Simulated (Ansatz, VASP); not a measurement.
# KCl in VASP and in Ansatz

INCAR

```
SYSTEM = KCl
PREC = Accurate
ENCUT = 520
EDIFF = 1E-6
ISMEAR = -1
SIGMA = 0.01
LREAL = .False.
LASPH = .True.
NELM = 100
ALGO = Normal
ISIF = 2
LWAVE = .False.
LCHARG = .True.
GGA = PE
LELF = .True.
LVHAR = .True.
NBANDS = 15
```

Contents of KPOINTS:

```
regular mesh
0
Gamma
  7 7 7
  0 0 0
```

The input POSCAR:

```
KCl
1.0
    3.5723948784      0.0000000000      0.0000000000
    0.0000000000      3.5723948784      0.0000000000
    0.0000000000      0.0000000000      3.5723948784
K Cl
1 1
Direct
    0.0000000000      0.0000000000      0.0000000000
    0.5000000000      0.5000000000      0.5000000000
```

Input for Ansatz:

```yaml
crystal:
  lattice:
    - [3.5723948784, 0.0, 0.0]
    - [0.0, 3.5723948784, 0.0]
    - [0.0, 0.0, 3.5723948784]
  atoms:
    - { symbol: K, position: [0.0, 0.0, 0.0] }
    - { symbol: Cl, position: [0.5, 0.5, 0.5] }
kpoints:
  mp_grid: { grid: [7, 7, 7] }
scf:
  occupations: { method: fermi_dirac, width: 0.01 }
hamiltonian:
  xc: pbe
  pseudopotentials: { kind: all_electron, lapw: { basis_error: 0.001 } }
output:
  forces: true
  stress: true
  eigenvalues: true
```

Change from the starting cell: volume scaled by 0.95.

Alike in both runs: task single point; functional PBE; k mesh 7 × 7 × 7; occupations fermi-dirac, width 0.01 eV; no spin polarisation.

|  | VASP | Ansatz |
| --- | --- | --- |
| version | VASP 6.6.1 | Ansatz 0.2.0 |
| potentials or method | VASP PAW PBE potentials, release 64 (K_sv, Cl), cutoff 520 eV | all-electron LAPW, scalar-relativistic |

```tsv
	VASP	Ansatz	Ansatz less VASP
gap on the k mesh at the Fermi level (eV)	5.91	5.91	+0.003
pressure (GPa)	6.7	6.6	-0.10
```

Ansatz ran all-electron here, and VASP with PAW potentials.
